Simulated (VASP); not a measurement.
A run of VASP 6.6.1 is set up as follows.

Contents of INCAR:

```
PREC = Accurate ; ENCUT = 520
EDIFF = 1E-8 ; ISMEAR = -1
SIGMA = 0.03 ; LREAL = False
LASPH = True ; NELM = 80
ALGO = Normal ; ISIF = 2
LWAVE = False ; LCHARG = False
GGA = PS ; LEFG = True
NBANDS = 22
```

File KPOINTS:

```
Automatic mesh
0
Gamma
  9 9 3
```

File POSCAR:

```
Bi
1.0
    4.5540801457      0.0000000000      0.0000000000
   -2.2770400729      3.9439490971      0.0000000000
    0.0000000000      0.0000000000     11.8682992920
Bi
2
Direct
    0.3333333333      0.6666666667      0.2500000000
    0.6666666667      0.3333333333      0.7500000000
```

Potentials or basis: VASP PAW PBE potentials, release 64 (Bi_d).

Run with:

```bash
$ cat potpaw_PBE.64/Bi_d/POTCAR > POTCAR
$ mpirun -np 1 vasp_std > vasp.out
```

Task: What does it give for the band gap on the k mesh?

Result: Zero (bands 15 and 16 overlap by 2.10 eV).

Task: What does it give for the pressure?

Result: -3.5 GPa.

Electric field gradients, principal values (V/Å²):
| atom | least | middle | greatest (by size) |
| --- | --- | --- | --- |
| 1 Bi | 63.537 | 63.539 | -127.076 |
| 2 Bi | 63.537 | 63.539 | -127.076 |

Caveat: the cell stands under tension; without QUAD_EFG the Cq values of the log hold for a quadrupole moment of 1 mb, not for the nuclei; the PAW data sets were made with another functional, which shifts forces and pressure a little; spin-orbit coupling is left out, which moves the levels of the heavy elements.
